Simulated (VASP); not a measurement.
# Te7Pb8 (a cell with a defect) in VASP: single point with PBEsol

Aim: the single point of Te7Pb8 (a cell with a defect) with PBEsol.

Everything below comes from runs of VASP 6.6.1. Logs are shortened: lines on timing, memory, paths and dates and some standing lists are left out, and cuts for length are marked.

### Step 1. The cell of the first run

The cell holds a defect, 15 atoms: a = 9.139 Å, b = 9.139 Å, c = 9.139 Å, α = 60.00°, β = 60.00°, γ = 60.00°.

### Step 2. Single point, PBEsol

The input, INCAR:

```
SYSTEM = Te7Pb8
ALGO = Normal
EDIFF = 1E-6
ENCUT = 400
GGA = PS
GGA_COMPAT = .FALSE.
ISIF = 2
ISMEAR = -1
LASPH = .TRUE.
LCHARG = .FALSE.
LREAL = .FALSE.
LWAVE = .FALSE.
NBANDS = 90
NELM = 120
PREC = Accurate
SIGMA = 0.02
```

The input, KPOINTS:

```
k-points
0
G
  2 2 2
  0 0 0
```

The input, POSCAR:

```
Te7Pb8
1.0
    0.0000000000      6.4620000000      6.4620000000
    6.4620000000      0.0000000000      6.4620000000
    6.4620000000      6.4620000000      0.0000000000
Pb Te
8 7
Direct
    0.0000000000      0.0000000000      0.0000000000
    0.0000000000      0.0000000000      0.5000000000
    0.0000000000      0.5000000000      0.0000000000
    0.0000000000      0.5000000000      0.5000000000
    0.5000000000      0.0000000000      0.0000000000
    0.5000000000      0.0000000000      0.5000000000
    0.5000000000      0.5000000000      0.0000000000
    0.5000000000      0.5000000000      0.5000000000
    0.2500000000      0.2500000000      0.7500000000
    0.2500000000      0.7500000000      0.2500000000
    0.2500000000      0.7500000000      0.7500000000
    0.7500000000      0.2500000000      0.2500000000
    0.7500000000      0.2500000000      0.7500000000
    0.7500000000      0.7500000000      0.2500000000
    0.7500000000      0.7500000000      0.7500000000
```

Potentials or basis: VASP PAW PBE potentials, release 64 (Pb_d, Te).

Launch:

```console
> cat potpaw_PBE.64/Pb_d/POTCAR potpaw_PBE.64/Te/POTCAR > POTCAR
> mpirun -np 1 vasp_std > vasp.out
```

OUTCAR:

```text
SYSTEM = Te7Pb8
   EDIFF = 1E-6
   ENCUT = 400
   GGA = PS
   ISIF = 2
   ISMEAR = -1
   LASPH = .TRUE.
   LREAL = .FALSE.
   NELM = 120
   PREC = Accurate

 ion  position               nearest neighbor table
   1  0.000  0.000  0.000-   9 3.23  10 3.23  11 3.23  12 3.23  13 3.23  14 3.23
   2  0.000  0.000  0.500-  10 3.23  11 3.23  12 3.23  13 3.23  15 3.23
   3  0.000  0.500  0.000-   9 3.23  11 3.23  12 3.23  14 3.23  15 3.23
   4  0.000  0.500  0.500-   9 3.23  10 3.23  13 3.23  14 3.23  15 3.23
   5  0.500  0.000  0.000-   9 3.23  10 3.23  13 3.23  14 3.23  15 3.23
   6  0.500  0.000  0.500-   9 3.23  11 3.23  12 3.23  14 3.23  15 3.23
   7  0.500  0.500  0.000-  10 3.23  11 3.23  12 3.23  13 3.23  15 3.23
   8  0.500  0.500  0.500-   9 3.23  10 3.23  11 3.23  12 3.23  13 3.23  14 3.23
   9  0.250  0.250  0.750-   1 3.23   3 3.23   4 3.23   5 3.23   6 3.23   8 3.23
  10  0.250  0.750  0.250-   1 3.23   2 3.23   4 3.23   5 3.23   7 3.23   8 3.23
  11  0.250  0.750  0.750-   1 3.23   2 3.23   3 3.23   6 3.23   7 3.23   8 3.23
  12  0.750  0.250  0.250-   1 3.23   2 3.23   3 3.23   6 3.23   7 3.23   8 3.23
  13  0.750  0.250  0.750-   1 3.23   2 3.23   4 3.23   5 3.23   7 3.23   8 3.23
  14  0.750  0.750  0.250-   1 3.23   3 3.23   4 3.23   5 3.23   6 3.23   8 3.23
  15  0.750  0.750  0.750-   2 3.23   3 3.23   4 3.23   5 3.23   6 3.23   7 3.23

  LATTYP: Found a face centered cubic cell.
 ALAT       =    12.9240000000

  Lattice vectors:

 A1 = (   0.0000000000,   6.4620000000,   6.4620000000)
 A2 = (   6.4620000000,   0.0000000000,   6.4620000000)
 A3 = (   6.4620000000,   6.4620000000,   0.0000000000)

Analysis of symmetry for initial positions (statically):
=====================================================================
 Subroutine PRICEL returns:
 Original cell was already a primitive cell.

 Routine SETGRP: Setting up the symmetry group for a
 face centered cubic supercell.

 Subroutine GETGRP returns: Found 48 space group operations
 (whereof 24 operations were pure point group operations)
 out of a pool of 48 trial point group operations.

The static configuration has the point symmetry T_d .
 The point group associated with its full space group is O_h .

Analysis of symmetry for dynamics (positions and initial velocities):
=====================================================================
 Subroutine PRICEL returns:
 Original cell was already a primitive cell.

 Routine SETGRP: Setting up the symmetry group for a
 face centered cubic supercell.

 Subroutine GETGRP returns: Found 48 space group operations
 (whereof 24 operations were pure point group operations)
 out of a pool of 48 trial point group operations.

The dynamic configuration has the point symmetry T_d .
 The point group associated with its full space group is O_h .

 Subroutine INISYM returns: Found 48 space group operations
 (whereof 24 operations are pure point group operations),
 and found     1 'primitive' translations

----------------------------------------------------------------------------------------

                                     Primitive cell

  volume of cell :     539.6732

  direct lattice vectors                    reciprocal lattice vectors
     0.000000000  6.462000000  6.462000000    -0.077375426  0.077375426  0.077375426
     6.462000000  0.000000000  6.462000000     0.077375426 -0.077375426  0.077375426
     6.462000000  6.462000000  0.000000000     0.077375426  0.077375426 -0.077375426

  length of vectors
     9.138648040  9.138648040  9.138648040     0.134018168  0.134018168  0.134018168

  position of ions in fractional coordinates (direct lattice)
     0.000000000  0.000000000  0.000000000
     0.000000000  0.000000000  0.500000000
     0.000000000  0.500000000  0.000000000
     0.000000000  0.500000000  0.500000000
     0.500000000  0.000000000  0.000000000
     0.500000000  0.000000000  0.500000000
     0.500000000  0.500000000  0.000000000
     0.500000000  0.500000000  0.500000000
     0.250000000  0.250000000  0.750000000
     0.250000000  0.750000000  0.250000000
     0.250000000  0.750000000  0.750000000
     0.750000000  0.250000000  0.250000000
     0.750000000  0.250000000  0.750000000
     0.750000000  0.750000000  0.250000000
     0.750000000  0.750000000  0.750000000

  ion indices of the primitive-cell ions
   primitive index   ion index
                 1           1
                 2           2
                 3           3
                 4           4
                 5           5
                 6           6
                 7           7
                 8           8
                 9           9
                10          10
                11          11
                12          12
                13          13
                14          14
                15          15

----------------------------------------------------------------------------------------

 KPOINTS: k-points

Automatic generation of k-mesh.
 Grid dimensions read from file:
 generate k-points for:    2    2    2

 Generating k-lattice:

  Cartesian coordinates                     Fractional coordinates (reciprocal lattice)
    -0.038687713  0.038687713  0.038687713     0.500000000  0.000000000  0.000000000
     0.038687713 -0.038687713  0.038687713     0.000000000  0.500000000  0.000000000
     0.038687713  0.038687713 -0.038687713     0.000000000  0.000000000  0.500000000

  Length of vectors
     0.067009084  0.067009084  0.067009084

  Shift w.r.t. Gamma in fractional coordinates (k-lattice)
     0.000000000  0.000000000  0.000000000

 Subroutine IBZKPT returns following result:
 ===========================================

 Found      3 irreducible k-points:

 Following reciprocal coordinates:
            Coordinates               Weight
  0.000000  0.000000  0.000000      1.000000
  0.500000  0.000000  0.000000      4.000000
  0.500000  0.500000  0.000000      3.000000
   k-points           NKPTS =      3   k-points in BZ     NKDIM =      3   number of bands    NBANDS=     90
   number of dos      NEDOS =    301   number of ions     NIONS =     15
   total plane-waves  NPLWV = 216000
   dimension x,y,z NGX =    60 NGY =   60 NGZ =   60
   dimension x,y,z NGXF=   120 NGYF=  120 NGZF=  120
   ions per type =               8   7
   NGX,Y,Z   is equivalent  to a cutoff of  10.91, 10.91, 10.91 a.u.
   NGXF,Y,Z  is equivalent  to a cutoff of  21.83, 21.83, 21.83 a.u.
 SYSTEM =  Te7Pb8
   PREC   = accura    normal or accurate (medium, high low for compatibility)
   ISTART =      0    job   : 0-new  1-cont  2-samecut
   ICHARG =      2    charge: 1-file 2-atom 10-const
   ISPIN  =      1    spin polarized calculation?
   LNONCOLLINEAR =      F non collinear calculations
   LSORBIT =      F    spin-orbit coupling
   LASPH  =      T    aspherical Exc in radial PAW
   ENCUT  =  400.0 eV  29.40 Ry    5.42 a.u.  14.90 14.90 14.90*2*pi/ulx,y,z
   NELM   =    120;   NELMIN=  2; NELMDL= -5     # of ELM steps
   EDIFF  = 0.1E-05   stopping-criterion for ELM
   LREAL  =      F    real-space projection
   EDIFFG = 0.1E-04   stopping-criterion for IOM
   NSW    =      0    number of steps for IOM
   IBRION =     -1    ionic relax: 0-MD 1-quasi-New 2-CG
   NFREE  =      0    steps in history (QN), initial steepest desc. (CG)
   ISIF   =      2    stress and relaxation
   ISYM   =      2    0-nonsym 1-usesym 2-fastsym
   POTIM  = 0.5000    time-step for ionic-motion
   TEBEG  =    0.0;   TEEND  =   0.0 temperature during run
   PSTRESS=    0.0 pullay stress
   NELECT =     154.0000    total number of electrons
   NUPDOWN=      -1.0000    fix difference up-down
   EMIN   =  10.00;   EMAX   =-10.00  energy-range for DOS
   EFERMI =   0.00;   METHOD = LEGACY
   ISMEAR =    -1;   SIGMA  =   0.02  broadening in eV -4-tet -1-fermi 0-gaus
   EFERMI_NEDOS =   21; number of points for ismear=-14 and -15
   IALGO  =     38    algorithm
   IMIX   =      4    mixing-type and parameters
     AMIX     =   0.40;   BMIX     =  1.00
     AMIX_MAG =   1.60;   BMIX_MAG =  1.00
  volume/ion in A,a.u.               =      35.98       242.79
  Fermi-wavevector in a.u.,A,eV,Ry     =   1.077800  2.036746 15.805242  1.161653
  Thomas-Fermi vector in A             =   2.213721
   LORBIT       =      0    0 simple, 1 ext, 2 COOP (PROOUT), +10 PAW based schemes
   GGA     = PS    functional components
   LHFCALC =     F    Hartree Fock is set to
   AEXX    =    0.0000 exact exchange contribution
   IVDW    =     0    specifies the selected vdW correction
   LEPSILON=     F    determine dielectric tensor
   LRPA    =     F    only Hartree local field effects (RPA)
 non-spin polarized calculation
  energy-cutoff  :      400.00
  volume of cell :      539.67
 maximum number of plane-waves:      9841
 NGX is ok and might be reduce to    60
   NGX = 29   NGY = 29   NGZ = 29

 number of electron     153.9999981 magnetization

 Free energy of the ion-electron system (eV)
  ---------------------------------------------------
  ext. energy  EPLUGINS =         0.00000000
  ---------------------------------------------------
  free energy    TOTEN  =       -60.06505248 eV

  energy without entropy =      -60.05206463  energy(sigma->0) =      -60.05855855

 E-fermi :   5.7288     XC(G=0):  -9.1671

 val. band max:        5.6501718459   @ k =   0.0000   0.0000   0.0000
 cond. band min:       5.7492131177   @ k =   0.5000   0.0000   0.0000
 fundamental gap:      0.0990412718
 Fermi energy:         5.7287523526

 k-point     1 :       0.0000    0.0000    0.0000
  band No.  band energies     occupation
      1     -11.9177      2.00000
      2     -11.8842      2.00000
      3     -11.8842      2.00000
      4     -11.8810      2.00000
      5     -11.8810      2.00000
      6     -11.8810      2.00000
[... 81 lines left out ...]
     88       6.4618      0.00000
     89       7.8413      0.00000

 k-point     2 :       0.5000    0.0000    0.0000
  band No.  band energies     occupation
      1     -11.9085      2.00000
      2     -11.8896      2.00000
      3     -11.8796      2.00000
      4     -11.8796      2.00000
      5     -11.8751      2.00000
      6     -11.8751      2.00000
[... 81 lines left out ...]
     88       8.0575      0.00000
     89       8.2044      0.00000

 k-point     3 :       0.5000    0.5000    0.0000
  band No.  band energies     occupation
      1     -11.9074      2.00000
      2     -11.8834      2.00000
      3     -11.8821      2.00000
      4     -11.8821      2.00000
      5     -11.8789      2.00000
      6     -11.8693      2.00000
[... 81 lines left out ...]
     88       7.4357      0.00000
     89       7.9058      0.00000
 [bands above 89 left out]

------------------------ aborting loop because EDIFF is reached ----------------------------------------

  FORCE on cell =-STRESS in cart. coord.  units (eV):
  Direction    XX          YY          ZZ          XY          YZ          ZX
  --------------------------------------------------------------------------------------
  -------------------------------------------------------------------------------------
  Total       -3.2186740     -3.2186740     -3.2186740      0.0000000      0.0000000     -0.0000000
  in kB       -9.5555726     -9.5555726     -9.5555726      0.0000000      0.0000000     -0.0000000
  external PRESSURE =      -9.5555726 kB  Pullay stress =       0.0000000 kB

 VOLUME and BASIS-vectors are now :
 -----------------------------------------------------------------------------
  energy-cutoff  :      400.00
  volume of cell :      539.67
      direct lattice vectors                 reciprocal lattice vectors
     0.000000000  6.462000000  6.462000000    -0.077375426  0.077375426  0.077375426
     6.462000000  0.000000000  6.462000000     0.077375426 -0.077375426  0.077375426
     6.462000000  6.462000000  0.000000000     0.077375426  0.077375426 -0.077375426

 POSITION                                       TOTAL-FORCE (eV/Angst)
 -----------------------------------------------------------------------------------
      0.00000      0.00000      0.00000        -0.000000     -0.000000     -0.000000
      3.23100      3.23100      0.00000        -0.000000     -0.000000      0.106315
      3.23100      0.00000      3.23100        -0.000000      0.106315     -0.000000
      6.46200      3.23100      3.23100        -0.106315     -0.000000     -0.000000
      0.00000      3.23100      3.23100         0.106315     -0.000000     -0.000000
      3.23100      6.46200      3.23100        -0.000000     -0.106315     -0.000000
      3.23100      3.23100      6.46200        -0.000000     -0.000000     -0.106315
      6.46200      6.46200      6.46200        -0.000000     -0.000000     -0.000000
      6.46200      6.46200      3.23100        -0.000000     -0.000000     -0.000000
      6.46200      3.23100      6.46200        -0.000000     -0.000000     -0.000000
      9.69300      6.46200      6.46200        -0.000000     -0.000000     -0.000000
      3.23100      6.46200      6.46200        -0.000000     -0.000000     -0.000000
      6.46200      9.69300      6.46200        -0.000000     -0.000000     -0.000000
      6.46200      6.46200      9.69300        -0.000000     -0.000000     -0.000000
      9.69300      9.69300      9.69300        -0.000000     -0.000000     -0.000000
 -----------------------------------------------------------------------------------
    total drift:                               -0.000000     -0.000000      0.000000

  FREE ENERGIE OF THE ION-ELECTRON SYSTEM (eV)
  ---------------------------------------------------
  free  energy   TOTEN  =       -60.0650524819 eV

  energy  without entropy=      -60.0520646274  energy(sigma->0) =      -60.05855855
```

It took 89 s on 1 thread of Intel Xeon 6975P-C (Granite Rapids), shared host; peak memory 0.47 GiB.

Results:

```yaml
Free_energy: -60.0651 eV
Pressure: -1.0 GPa
Largest_force: 0.106 eV/Å
Band_gap_on_the_k_mesh: zero (bands 77 and 78 overlap by 0.10 eV)
```

Forces in eV/Å, atoms in the order of the input:
```
Pb   0.000  0.000  0.000
Pb   0.000  0.000  0.106
Pb   0.000  0.106  0.000
Pb  -0.106  0.000  0.000
Pb   0.106  0.000  0.000
Pb   0.000 -0.106  0.000
Pb   0.000  0.000 -0.106
Pb   0.000  0.000  0.000
Te   0.000  0.000  0.000
Te   0.000  0.000  0.000
Te   0.000  0.000  0.000
Te   0.000  0.000  0.000
Te   0.000  0.000  0.000
Te   0.000  0.000  0.000
Te   0.000  0.000  0.000
```

Caveat: the k points lie up to 0.42 Å⁻¹ apart; the PAW data sets were made with another functional, which shifts forces and pressure a little; spin-orbit coupling is left out, which moves the levels of the heavy elements.
